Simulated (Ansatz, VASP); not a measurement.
## One calculation of KTi2, two programs

```
K Ti
1.0
     0.00000    3.43402    3.43402
     3.43402    0.00000    3.43402
     3.43402    3.43402    0.00000
K Ti
1 2
Direct
  0.00000 0.00000 0.00000
  0.25000 0.25000 0.25000
  0.75000 0.75000 0.75000
```

Alike in both runs: functional PBE; k mesh 6 × 6 × 6; occupations gaussian, width 0.1 eV; no spin polarisation.

Ansatz relaxed the structure, and its values are those at the end. VASP's run is a single point on that final structure, the one shown.

```csv
,VASP,Ansatz
version,VASP 6.6.1,Ansatz 0.2.0
potentials or method,"VASP PAW PBE potentials, release 64 (K_sv, Ti_sv), cutoff 520 eV","scalar-relativistic, plane waves, PAW"
valence electrons in the cell,33,33
```

VASP gave:

* gap on the k mesh at the Fermi level (eV): none
* pressure (GPa): 0.2

Question: Which values does Ansatz return?

Answer: gap on the k mesh at the Fermi level (eV): none; pressure (GPa): 0.1.

A gap of «none» marks a metal or a gap that the smearing closes. The functional is the same, so the differences come from potentials, cutoffs and numerics.
